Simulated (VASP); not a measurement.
Set up this calculation in VASP 6.6.1, as the native input.

```yaml
Task: single point
Functional: PBE
Potentials_or_basis: VASP PAW PBE potentials, release 64 (Ti_sv, Al)
Cutoff: 520 eV
k_mesh: 15 × 15 × 6
Occupations: gaussian, width 0.15 eV
Spin: no spin polarisation
Dipole_correction: no
Further_INCAR_settings: ALGO = Fast; EDIFF = 1e-06; NBANDS = 28
```

The structure of Ti3Al lies in POSCAR:

```
Ti3Al
1.0
    2.9041494217      0.0000000000      0.0000000000
   -1.4520747109      2.5150671756      0.0000000000
    0.0000000000      0.0000000000      9.3949233792
Ti Al
3 1
Direct
    0.6666666667      0.3333333333      0.0000000000
    0.3333333333      0.6666666667      0.7504575700
    0.3333333333      0.6666666667      0.2495424300
    0.6666666667      0.3333333333      0.5000000000
```

This cell differs from its parent crystal: c/a of the conventional cell at fixed volume 3.2350.

One way to write it, as run:

INCAR

```
SYSTEM = Ti3Al
ALGO = Fast
EDIFF = 1E-6
ENCUT = 520
GGA = PE
ISIF = 2
ISMEAR = 0
LASPH = .TRUE.
LCHARG = .FALSE.
LREAL = .FALSE.
LWAVE = .FALSE.
NBANDS = 28
NELM = 60
PREC = Accurate
SIGMA = 0.15
```

KPOINTS

```
k-points
0
G
  15 15 6
  0 0 0
```

Potentials or basis: VASP PAW PBE potentials, release 64 (Ti_sv, Al).

Run with:

```bash
$ cat potpaw_PBE.64/Ti_sv/POTCAR potpaw_PBE.64/Al/POTCAR > POTCAR
$ mpirun -np 1 vasp_std > vasp.out
```

Results of the run:

```json
{
  "Pressure": "-0.4 GPa",
  "Largest force": "0.049 eV/Å",
  "Band gap on the k mesh": "zero (an odd number of electrons rules out a gap without spin polarisation)"
}
```

It took 20 min on 1 thread of Intel Xeon 8259CL, on a shared host, peak memory 0.32 GiB.
